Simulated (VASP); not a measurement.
A run of VASP 6.6.1 is set up as follows.

File INCAR:

```
SYSTEM = SiC
ALGO = Normal ; EDIFF = 1E-6
ENCUT = 520 ; GGA = PE
ISIF = 2 ; ISMEAR = 0
LASPH = .True. ; LCHARG = .False.
LREAL = .False. ; LWAVE = .False.
NBANDS = 11 ; NELM = 60
PREC = Accurate ; SIGMA = 0.01
```

The input KPOINTS:

```
k-points
0
Gamma
  6 6 6
  0 0 0
```

The input POSCAR:

```
SiC
1.0
    0.0000000000      2.2433939216      2.2433939216
    2.2433939216      0.0000000000      2.2433939216
    2.2433939216      2.2433939216      0.0000000000
Si C
1 1
Direct
    0.0000000000      0.0000000000      0.0000000000
    0.2500000000      0.2500000000      0.2500000000
```

Potentials or basis: VASP PAW PBE potentials, release 64 (Si, C).

The run is started by

```bash
$ cat potpaw_PBE.64/Si/POTCAR potpaw_PBE.64/C/POTCAR > POTCAR
$ mpirun -np 1 vasp_std > vasp.out
```

(1) Predict the pressure.

(2) Predict the band gap on the k mesh.

Answers

(1) -13.3 GPa.

(2) 1.43 eV (least direct gap 4.44 eV).

Caveat: the cell differs from its parent crystal (strain +3.0%); the cell stands under tension.
